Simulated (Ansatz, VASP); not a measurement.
# ZnS in VASP and in Ansatz

Contents of INCAR:

```
PREC     = Accurate       # precision mode
ENCUT    = 520            # plane-wave cutoff, eV
EDIFF    = 1E-6           # SCF threshold, eV
ISMEAR   = -1             # smearing method
SIGMA    = 0.03           # smearing width, eV
LREAL    = F              # projectors in reciprocal space
LASPH    = T              # aspherical terms in the spheres
NELM     = 60             # most SCF steps
ALGO     = Normal         # electronic algorithm
ISIF     = 2              # what is computed and relaxed
LWAVE    = F              # write WAVECAR
LCHARG   = F              # write CHGCAR
GGA      = PE             # functional
NBANDS   = 26             # bands
```

Contents of KPOINTS:

```
Automatic mesh
0
Gamma
  8 8 5
```

Contents of POSCAR:

```
ZnS
1.0
    3.8236600001      0.0000000000      0.0000000000
   -1.9118300001      3.3113866955      0.0000000000
    0.0000000000      0.0000000000      6.2547111156
Zn S
2 2
Direct
    0.3333333333      0.6666666667      0.0000000000
    0.6666666667      0.3333333333      0.5000000000
    0.3333333333      0.6666666667      0.3850000000
    0.6666666667      0.3333333333      0.8850000000
```

Input for Ansatz:

```yaml
crystal:
  lattice:
    - [3.8236600001, 0.0, 0.0]
    - [-1.9118300001, 3.3113866955, 0.0]
    - [0.0, 0.0, 6.2547111156]
  atoms:
    - { symbol: Zn, position: [0.3333333333, 0.6666666667, 0.0] }
    - { symbol: Zn, position: [0.6666666667, 0.3333333333, 0.5] }
    - { symbol: S, position: [0.3333333333, 0.6666666667, 0.385] }
    - { symbol: S, position: [0.6666666667, 0.3333333333, 0.885] }
kpoints:
  mp_grid: { grid: [8, 8, 5] }
  band_path:
    path:
      - [0.0, 0.0, 0.0]
      - [0.5, 0.0, 0.0]
      - [0.3333333333, 0.3333333333, 0.0]
      - [0.0, 0.0, 0.0]
      - [0.0, 0.0, 0.5]
      - [0.5, 0.0, 0.5]
      - [0.3333333333, 0.3333333333, 0.5]
      - [0.0, 0.0, 0.5]
      - [0.5, 0.0, 0.5]
    npoints: 5
scf:
  occupations: { method: fermi_dirac, width: 0.03 }
hamiltonian:
  xc: pbe
  pseudopotentials: { kind: all_electron, lapw: { basis_error: 0.001 } }
output:
  forces: true
  stress: true
  eigenvalues: true
```

Change from the starting cell: volume scaled by 1.01.

Alike in both runs: task single point; functional PBE; k mesh 8 × 8 × 5; occupations fermi-dirac, width 0.03 eV; no spin polarisation.

```csv
,VASP,Ansatz
version,VASP 6.6.1,Ansatz 0.2.0
potentials or method,"VASP PAW PBE potentials, release 64 (Zn, S), cutoff 520 eV","all-electron LAPW, scalar-relativistic"
```

|  | VASP | Ansatz | Ansatz less VASP |
| --- | --- | --- | --- |
| gap on the k mesh at the Fermi level (eV) | 2.21 | 2.20 | -0.002 |
| pressure (GPa) | 1.7 | 1.6 | -0.14 |
| traceless stress, the component that is largest in VASP (GPa) | -1.28 | -1.25 | +0.025 |
| rms of the force components (eV/Å) | 0.179 | 0.178 | -0.0020 |

Atom by atom the forces differ by 0.002 eV/Å (rms over components). Ansatz ran all-electron here, and VASP with PAW potentials.
